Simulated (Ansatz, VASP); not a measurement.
Two plane-wave programs on Ga3Se

```
Ga Se
1.0
     4.32361    0.00000    0.00000
     0.00000    4.32361    0.00000
     0.00000    0.00000    4.32361
Ga Se
3 1
Direct
  0.00000 0.50000 0.50000
  0.50000 0.00000 0.50000
  0.50000 0.50000 0.00000
  0.00000 0.95374 0.00000
```

Alike in both runs: task single point; functional PBE; dispersion D3(BJ); k mesh 12 × 12 × 12; occupations gaussian, width 0.15 eV; no spin polarisation.

```csv
,VASP,Ansatz
version,VASP 6.6.1,Ansatz 0.2.0
potentials or method,"VASP PAW PBE potentials, release 64 (Ga_d, Se), cutoff 520 eV","scalar-relativistic, plane waves, PAW"
valence electrons in the cell,45,55
```

|  | VASP | Ansatz | Ansatz less VASP |
| --- | --- | --- | --- |
| gap on the k mesh at the Fermi level (eV) | none | none | - |
| pressure (GPa) | 0.4 | 0.3 | -0.09 |
| traceless stress, the component that is largest in VASP (GPa) | -0.31 | -0.31 | -0.001 |
| rms of the force components (eV/Å) | 0.105 | 0.103 | -0.0020 |

Atom by atom the forces differ by 0.002 eV/Å (rms over components). A gap of «none» marks a metal or a gap that the smearing closes. VASP's potentials hold 45 valence electrons a cell and Ansatz's 55, so a difference there can come from the potentials and not from the codes.
